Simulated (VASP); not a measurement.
# AsPt4 (I4/mmm) in VASP: a series of runs

The runs below take AsPt4 through single point, with PBE.

Everything below comes from runs of VASP 6.6.1. Logs are shortened: lines on timing, memory, paths and dates and some standing lists are left out, and cuts for length are marked.

## (1) The cell of the first run

It takes space group I4/mmm (No. 139, tetragonal). The conventional cell has a = 4.288 Å, b = 4.288 Å, c = 8.395 Å, α = 90.00°, β = 90.00°, γ = 90.00°. Within 2.6 Å of As (site symmetry 4/mmm) lie 6 Pt at 1.99 to 2.14 Å. Within 2.6 Å of Pt (site symmetry 4mm) lie 1 As at 1.99 Å. Pt (site symmetry mmm) has 2 As at 2.14 Å within 2.8 Å.

## (2) Single point, PBE

The input, INCAR:

```
PREC     = Accurate       # precision mode
ENCUT    = 520            # plane-wave cutoff, eV
EDIFF    = 1E-6           # SCF threshold, eV
ISMEAR   = 0              # smearing method
SIGMA    = 0.1            # smearing width, eV
LREAL    = False          # projectors in reciprocal space
LASPH    = True           # aspherical terms in the spheres
NELM     = 60             # most SCF steps
ALGO     = Normal         # electronic algorithm
ISIF     = 2              # what is computed and relaxed
LWAVE    = False          # write WAVECAR
LCHARG   = False          # write CHGCAR
GGA      = PE             # functional
NBANDS   = 30             # bands
```

The input, KPOINTS:

```
regular mesh
0
Gamma
  6 6 6
```

The input, POSCAR:

```
AsPt4
1.0
   -2.1437507000      2.1437507000      4.1975165200
    2.1437507000     -2.1437507000      4.1975165200
    2.1437507000      2.1437507000     -4.1975165200
As Pt
1 4
Direct
    0.0000000000      0.0000000000      0.0000000000
    0.2370000000      0.2370000000      0.0000000000
    0.7630000000      0.7630000000      0.0000000000
    0.5000000000      0.0000000000      0.5000000000
    0.0000000000      0.5000000000      0.5000000000
```

Potentials or basis: VASP PAW PBE potentials, release 64 (As, Pt).

On the command line:

```console
cat potpaw_PBE.64/As/POTCAR potpaw_PBE.64/Pt/POTCAR > POTCAR
mpirun -np 1 vasp_std > vasp.out
```

OUTCAR:

```text
PREC = Accurate
   ENCUT = 520
   EDIFF = 1E-6
   ISMEAR = 0
   LREAL = False
   LASPH = True
   NELM = 60
   ISIF = 2
   GGA = PE

 ion  position               nearest neighbor table
   1  0.000  0.000  0.000-   2 1.99   3 1.99   4 2.14   5 2.14   5 2.14   4 2.14
   2  0.237  0.237  0.000-   1 1.99   4 2.92   5 2.92   5 2.92   4 2.92   3 3.04   3 3.04   3 3.04
                             3 3.04   4 3.08   5 3.08   5 3.08   4 3.08
   3  0.763  0.763  0.000-   1 1.99   5 2.92   4 2.92   4 2.92   5 2.92   2 3.04   2 3.04   2 3.04
                             2 3.04   4 3.08   5 3.08   5 3.08   4 3.08
   4  0.500  0.000  0.500-   1 2.14   1 2.14   3 2.92   2 2.92   2 2.92   3 2.92   5 3.03   5 3.03
                             5 3.03   5 3.03   2 3.08   3 3.08   3 3.08   2 3.08
   5  0.000  0.500  0.500-   1 2.14   1 2.14   3 2.92   2 2.92   2 2.92   3 2.92   4 3.03   4 3.03
                             4 3.03   4 3.03   3 3.08   3 3.08   2 3.08   2 3.08

  LATTYP: Found a body centered tetragonal cell.
 ALAT       =     4.2875014000
 C/A-ratio  =     1.9580245595

  Lattice vectors:

 A1 = (  -2.1437507000,   2.1437507000,   4.1975165200)
 A2 = (   2.1437507000,  -2.1437507000,   4.1975165200)
 A3 = (   2.1437507000,   2.1437507000,  -4.1975165200)

Analysis of symmetry for initial positions (statically):
=====================================================================
 Subroutine PRICEL returns:
 Original cell was already a primitive cell.

 Routine SETGRP: Setting up the symmetry group for a
 body centered tetragonal supercell.

 Subroutine GETGRP returns: Found 16 space group operations
 (whereof 16 operations were pure point group operations)
 out of a pool of 16 trial point group operations.

The static configuration has the point symmetry D_4h.

Analysis of symmetry for dynamics (positions and initial velocities):
=====================================================================
 Subroutine PRICEL returns:
 Original cell was already a primitive cell.

 Routine SETGRP: Setting up the symmetry group for a
 body centered tetragonal supercell.

 Subroutine GETGRP returns: Found 16 space group operations
 (whereof 16 operations were pure point group operations)
 out of a pool of 16 trial point group operations.

The dynamic configuration has the point symmetry D_4h.

 Subroutine INISYM returns: Found 16 space group operations
 (whereof 16 operations are pure point group operations),
 and found     1 'primitive' translations

----------------------------------------------------------------------------------------

                                     Primitive cell

  volume of cell :      77.1616

  direct lattice vectors                    reciprocal lattice vectors
    -2.143750700  2.143750700  4.197516520     0.000000000  0.233236075  0.119118054
     2.143750700 -2.143750700  4.197516520     0.233236075  0.000000000  0.119118054
     2.143750700  2.143750700 -4.197516520     0.233236075  0.233236075  0.000000000

  length of vectors
     5.177883647  5.177883647  5.177883647     0.261893447  0.261893447  0.329845621

  position of ions in fractional coordinates (direct lattice)
     0.000000000  0.000000000  0.000000000
     0.237000000  0.237000000  0.000000000
     0.763000000  0.763000000  0.000000000
     0.500000000  0.000000000  0.500000000
     0.000000000  0.500000000  0.500000000

  ion indices of the primitive-cell ions
   primitive index   ion index
                 1           1
                 2           2
                 3           3
                 4           4
                 5           5

----------------------------------------------------------------------------------------

 KPOINTS: regular mesh

Automatic generation of k-mesh.
 Grid dimensions read from file:
 generate k-points for:    6    6    6

 Generating k-lattice:

  Cartesian coordinates                     Fractional coordinates (reciprocal lattice)
     0.000000000  0.038872679  0.019853009     0.166666667  0.000000000  0.000000000
     0.038872679  0.000000000  0.019853009     0.000000000  0.166666667  0.000000000
     0.038872679  0.038872679  0.000000000     0.000000000  0.000000000  0.166666667

  Length of vectors
     0.043648908  0.043648908  0.054974270

  Shift w.r.t. Gamma in fractional coordinates (k-lattice)
     0.000000000  0.000000000  0.000000000

 Subroutine IBZKPT returns following result:
 ===========================================

 Found     30 irreducible k-points:

 Following reciprocal coordinates:
            Coordinates               Weight
  0.000000  0.000000  0.000000      1.000000
  0.166667  0.000000 -0.000000      8.000000
  0.333333  0.000000  0.000000      8.000000
  0.500000  0.000000  0.000000      4.000000
  0.166667  0.166667 -0.000000      8.000000
  0.333333  0.166667  0.000000     16.000000
[... 16 lines left out ...]
 -0.333333 -0.333333  0.166667      8.000000
 -0.166667 -0.333333  0.166667      8.000000
 [... further k-points ...]
   k-points           NKPTS =     30   k-points in BZ     NKDIM =     30   number of bands    NBANDS=     30
   number of dos      NEDOS =    301   number of ions     NIONS =      5
   total plane-waves  NPLWV =  64000
   dimension x,y,z NGX =    40 NGY =   40 NGZ =   40
   dimension x,y,z NGXF=    80 NGYF=   80 NGZF=   80
   ions per type =               1   4
   NGX,Y,Z   is equivalent  to a cutoff of  12.84, 12.84, 12.84 a.u.
   NGXF,Y,Z  is equivalent  to a cutoff of  25.69, 25.69, 25.69 a.u.
 SYSTEM =  unknown system
   PREC   = accura    normal or accurate (medium, high low for compatibility)
   ISTART =      0    job   : 0-new  1-cont  2-samecut
   ICHARG =      2    charge: 1-file 2-atom 10-const
   ISPIN  =      1    spin polarized calculation?
   LNONCOLLINEAR =      F non collinear calculations
   LSORBIT =      F    spin-orbit coupling
   LASPH  =      T    aspherical Exc in radial PAW
   ENCUT  =  520.0 eV  38.22 Ry    6.18 a.u.   9.63  9.63  9.63*2*pi/ulx,y,z
   NELM   =     60;   NELMIN=  2; NELMDL= -5     # of ELM steps
   EDIFF  = 0.1E-05   stopping-criterion for ELM
   LREAL  =      F    real-space projection
   EDIFFG = 0.1E-04   stopping-criterion for IOM
   NSW    =      0    number of steps for IOM
   IBRION =     -1    ionic relax: 0-MD 1-quasi-New 2-CG
   NFREE  =      0    steps in history (QN), initial steepest desc. (CG)
   ISIF   =      2    stress and relaxation
   ISYM   =      2    0-nonsym 1-usesym 2-fastsym
   POTIM  = 0.5000    time-step for ionic-motion
   TEBEG  =    0.0;   TEEND  =   0.0 temperature during run
   PSTRESS=    0.0 pullay stress
   NELECT =      45.0000    total number of electrons
   NUPDOWN=      -1.0000    fix difference up-down
   EMIN   =  10.00;   EMAX   =-10.00  energy-range for DOS
   EFERMI =   0.00;   METHOD = LEGACY
   ISMEAR =     0;   SIGMA  =   0.10  broadening in eV -4-tet -1-fermi 0-gaus
   EFERMI_NEDOS =   21; number of points for ismear=-14 and -15
   IALGO  =     38    algorithm
   IMIX   =      4    mixing-type and parameters
     AMIX     =   0.40;   BMIX     =  1.00
     AMIX_MAG =   1.60;   BMIX_MAG =  1.00
  volume/ion in A,a.u.               =      15.43       104.14
  Fermi-wavevector in a.u.,A,eV,Ry     =   1.367767  2.584704 25.453584  1.870786
  Thomas-Fermi vector in A             =   2.493790
   LORBIT       =      0    0 simple, 1 ext, 2 COOP (PROOUT), +10 PAW based schemes
   GGA     = PE    functional components
   LHFCALC =     F    Hartree Fock is set to
   AEXX    =    0.0000 exact exchange contribution
   IVDW    =     0    specifies the selected vdW correction
   LEPSILON=     F    determine dielectric tensor
   LRPA    =     F    only Hartree local field effects (RPA)
 non-spin polarized calculation
 Gauss-broadening in eV      SIGMA  =   0.10
  energy-cutoff  :      520.00
  volume of cell :       77.16
 maximum number of plane-waves:      2091
 NGX is ok and might be reduce to    40
   NGX = 19   NGY = 19   NGZ = 19

 number of electron      45.0000003 magnetization

 Free energy of the ion-electron system (eV)
  ---------------------------------------------------
  ext. energy  EPLUGINS =         0.00000000
  ---------------------------------------------------
  free energy    TOTEN  =       -21.24439861 eV

  energy without entropy =      -21.23529209  energy(sigma->0) =      -21.23984535

 E-fermi :  10.5295     XC(G=0): -12.7640

 val. band max:       10.5052853117   @ k =  -0.1667  -0.3333   0.1667
 cond. band min:      10.5657223330   @ k =  -0.3333   0.5000   0.3333
 fundamental gap:      0.0604370213
 Fermi energy:        10.5295270921

 k-point     1 :       0.0000    0.0000    0.0000
  band No.  band energies     occupation
      1      -6.0882      2.00000
      2       2.9761      2.00000
      3       3.2113      2.00000
      4       3.8619      2.00000
      5       3.8619      2.00000
      6       4.0214      2.00000
[... 22 lines left out ...]
     29      16.6781      0.00000
     30      16.6781      0.00000

 k-point     2 :       0.1667    0.0000   -0.0000
  band No.  band energies     occupation
      1      -5.8502      2.00000
      2       2.5998      2.00000
      3       2.9859      2.00000
      4       3.5116      2.00000
      5       3.5502      2.00000
      6       4.4345      2.00000
[... 22 lines left out ...]
     29      16.8681      0.00000
     30      16.9530      0.00000

 k-point     3 :       0.3333    0.0000    0.0000
  band No.  band energies     occupation
      1      -5.2753      2.00000
      2       1.4053      2.00000
      3       2.1312      2.00000
      4       3.3287      2.00000
      5       4.3107      2.00000
      6       4.7651      2.00000
[... 22 lines left out ...]
     29      17.2782      0.00000
     30      19.2055      0.00000

 k-point     4 :       0.5000    0.0000    0.0000
  band No.  band energies     occupation
      1      -4.9075      2.00000
      2       0.6237      2.00000
      3       1.9464      2.00000
      4       3.2610      2.00000
      5       4.7498      2.00000
      6       5.1644      2.00000
[... 22 lines left out ...]
     29      18.5752      0.00000
     30      18.7661      0.00000

 k-point     5 :       0.1667    0.1667   -0.0000
  band No.  band energies     occupation
      1      -5.5889      2.00000
      2       2.1798      2.00000
      3       2.6111      2.00000
      4       3.0748      2.00000
      5       3.9780      2.00000
      6       4.7490      2.00000
[... 22 lines left out ...]
     29      16.7815      0.00000
     30      18.3919      0.00000
[... 526 lines left out ...]
     29      17.9154      0.00000
     30      18.5952      0.00000

 k-point    22 :      -0.1667    0.5000    0.1667
  band No.  band energies     occupation
      1      -5.2054      2.00000
      2       1.4076      2.00000
      3       1.9799      2.00000
      4       3.4320      2.00000
      5       4.5284      2.00000
      6       4.9373      2.00000
[... 22 lines left out ...]
     29      18.4596      0.00000
     30      18.7640      0.00000

 k-point    23 :      -0.3333   -0.3333    0.1667
  band No.  band energies     occupation
      1      -5.4948      2.00000
      2       1.9248      2.00000
      3       2.8420      2.00000
      4       3.0626      2.00000
      5       4.5031      2.00000
      6       4.5918      2.00000
[... 22 lines left out ...]
     29      16.4724      0.00000
     30      19.0879      0.00000

 k-point    24 :      -0.1667   -0.3333    0.1667
  band No.  band energies     occupation
      1      -5.7612      2.00000
      2       2.0948      2.00000
      3       3.1111      2.00000
      4       3.6662      2.00000
      5       4.2273      2.00000
      6       4.4125      2.00000
[... 22 lines left out ...]
     29      16.4365      0.00000
     30      18.4852      0.00000

 [... further k-points ...]
[... 5 lines left out ...]
  --------------------------------------------------------------------------------------
  -------------------------------------------------------------------------------------
  Total       28.4434469     28.4434469     44.3038705      0.0000000      0.0000000      0.0000000
  in kB      590.5978254    590.5978254    919.9225986      0.0000000      0.0000000      0.0000000
  external PRESSURE =     700.3727498 kB  Pullay stress =       0.0000000 kB

 VOLUME and BASIS-vectors are now :
 -----------------------------------------------------------------------------
  energy-cutoff  :      520.00
  volume of cell :       77.16
      direct lattice vectors                 reciprocal lattice vectors
    -2.143750700  2.143750700  4.197516520     0.000000000  0.233236075  0.119118054
     2.143750700 -2.143750700  4.197516520     0.233236075  0.000000000  0.119118054
     2.143750700  2.143750700 -4.197516520     0.233236075  0.233236075  0.000000000

 POSITION                                       TOTAL-FORCE (eV/Angst)
 -----------------------------------------------------------------------------------
      0.00000      0.00000      0.00000         0.000000      0.000000     -0.000000
      0.00000      0.00000      1.98962        -0.000000     -0.000000     11.859010
      0.00000      0.00000      6.40541         0.000000      0.000000    -11.859010
      0.00000      2.14375      0.00000         0.000000      0.000000     -0.000000
      2.14375      0.00000      0.00000         0.000000      0.000000     -0.000000
 -----------------------------------------------------------------------------------
    total drift:                                0.000000      0.000000     -0.000000

  FREE ENERGIE OF THE ION-ELECTRON SYSTEM (eV)
  ---------------------------------------------------
  free  energy   TOTEN  =       -21.2443986082 eV

  energy  without entropy=      -21.2352920894  energy(sigma->0) =      -21.23984535
```

Run time: 2 min. Hardware: 1 thread of Intel Xeon Platinum 8259CL at 2.50GHz (Skylake/Cascade Lake), shared host; peak memory 0.26 GiB.

What came out:

* Free energy: -21.2444 eV
* Pressure: 70.0 GPa
* Largest force: 11.859 eV/Å

Forces in eV/Å, atoms in the order of the input:
```
As    0.000   0.000   0.000
Pt    0.000   0.000  11.859
Pt    0.000   0.000 -11.859
Pt    0.000   0.000   0.000
Pt    0.000   0.000   0.000
```

Stress tensor (GPa, compression positive):
```
59.06  0.00  0.00
 0.00 59.06  0.00
 0.00  0.00 91.99
```

Levels at points of the mesh, in eV from the Fermi level:
```
           k point  band 20  band 21  band 22  band 23  band 24  band 25  band 26  band 27
(0.00, 0.00, 0.00)    -1.01    -0.86    -0.49     0.20     0.20     2.90     4.12     4.60
(0.50, 0.00, 0.00)    -1.68    -1.44    -1.12     0.56     1.55     1.79     3.35     5.41
(0.50, 0.50, 0.00)    -1.37    -0.92    -0.86    -0.56     0.34     1.97     2.27     5.17
(0.50, 0.50, 0.50)    -1.38    -0.89    -0.89    -0.82    -0.44     4.22     4.35     4.39
```

Caveat: spin-orbit coupling is left out, which moves the levels of the heavy elements; forces of over 1 eV/Å act on the atoms, so gaps and moduli don't describe the material at rest.

## (3) Single point, PBE

This run uses another cell than the first one, of 17.65 Å³/atom, 1.144 times its volume.

The input, INCAR:

```
SYSTEM = AsPt4
  ALGO = Normal
  EDIFF = 1E-7
  ENCUT = 520
  GGA = PE
  ISIF = 2
  ISMEAR = 0
  LASPH = .True.
  LCHARG = .False.
  LREAL = .False.
  LWAVE = .False.
  NBANDS = 30
  NELM = 60
  PREC = Accurate
  SIGMA = 0.1
```

The input, KPOINTS:

```
k-points
0
Gamma
  6 6 6
  0 0 0
```

The input, POSCAR:

```
AsPt4
1.0
   -2.4131326864      2.4131326864      3.7897382265
    2.4131326864     -2.4131326864      3.7897382265
    2.4131326864      2.4131326864     -3.7897382265
As Pt
1 4
Direct
    0.0000000000      0.0000000000      0.0000000000
    0.3189910165      0.3189910165      0.0000000000
    0.6810089835      0.6810089835      0.0000000000
    0.5000000000      0.0000000000      0.5000000000
    0.0000000000      0.5000000000      0.5000000000
```

Potentials or basis: VASP PAW PBE potentials, release 64 (As, Pt).

On the command line:

```console
cat potpaw_PBE.64/As/POTCAR potpaw_PBE.64/Pt/POTCAR > POTCAR
mpirun -np 1 vasp_std > vasp.out
```

Run time: 2.2 min. Hardware: 1 thread of Intel Xeon Platinum 8259CL at 2.50GHz (Skylake/Cascade Lake), shared host; peak memory 0.28 GiB.

It converged, with:

| Item | Value |
| --- | --- |
| Free energy | -28.2906 eV |
| Pressure | 0.1 GPa |
| Largest force | 0.052 eV/Å |

Forces in eV/Å, atoms in the order of the input:
```
As   0.000  0.000  0.000
Pt   0.000  0.000  0.052
Pt   0.000  0.000 -0.052
Pt   0.000  0.000  0.000
Pt   0.000  0.000  0.000
```

Stress tensor (GPa, compression positive):
```
0.16 0.00 0.00
0.00 0.16 0.00
0.00 0.00 0.02
```

Levels at points of the mesh, in eV from the Fermi level:
| k point | band 20 | band 21 | band 22 | band 23 | band 24 | band 25 | band 26 | band 27 |
| --- | --- | --- | --- | --- | --- | --- | --- | --- |
| (0.00, 0.00, 0.00) | -0.95 | -0.95 | -0.60 | -0.60 | 0.29 | 1.59 | 3.00 | 4.91 |
| (0.50, 0.00, 0.00) | -1.15 | -1.00 | -0.12 | 0.42 | 0.65 | 1.23 | 2.97 | 4.28 |
| (0.50, 0.50, 0.00) | -1.47 | -0.88 | -0.36 | 0.42 | 0.86 | 1.50 | 1.56 | 5.89 |
| (0.50, 0.50, 0.50) | -1.56 | -0.90 | -0.79 | -0.49 | -0.49 | 1.07 | 3.55 | 4.74 |

Caveat: spin-orbit coupling is left out, which moves the levels of the heavy elements.
